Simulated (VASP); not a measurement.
## Ir: single point with PBEsol

Ir:

```xyz
1
Lattice="0.0000 1.9156 1.9156 1.9156 0.0000 1.9156 1.9156 1.9156 0.0000" Properties=species:S:1:pos:R:3 pbc="T T T"
Ir    0.0000    0.0000    0.0000
```

* Program: VASP 6.6.1
* Task: single point
* Functional: PBEsol
* Potentials or basis: VASP PAW PBE potentials, release 64 (Ir_sv_GW)
* Cutoff: 500 eV
* k mesh: 16 × 16 × 16
* Occupations: gaussian, width 0.05 eV
* Spin: no spin polarisation

```
Pressure : -3.3 GPa
```

Levels at points of the mesh, in eV from the Fermi level:
```
           k point  band 4  band 5  band 6  band 7  band 8  band 9  band 10  band 11  band 12  band 13
(0.00, 0.00, 0.00)  -49.40  -11.23   -3.92   -3.92   -3.92   -1.18    -1.18    13.57    19.11    19.11
(0.50, 0.00, 0.00)  -49.52   -8.19   -4.02   -4.02   -0.81    0.94     0.94     7.33    13.23    19.13
(0.50, 0.50, 0.00)  -49.70   -8.00   -7.42    0.92    1.52    1.52     1.65    10.59    11.48    11.48
```

Wall time 9.7 s on 1 thread of Intel(R) Xeon(R) 6975P-C (Granite Rapids), on a shared host, peak memory 0.15 GiB.

Caveat: the PAW data sets were made with another functional, which shifts forces and pressure a little; spin-orbit coupling is left out, which moves the levels of the heavy elements.
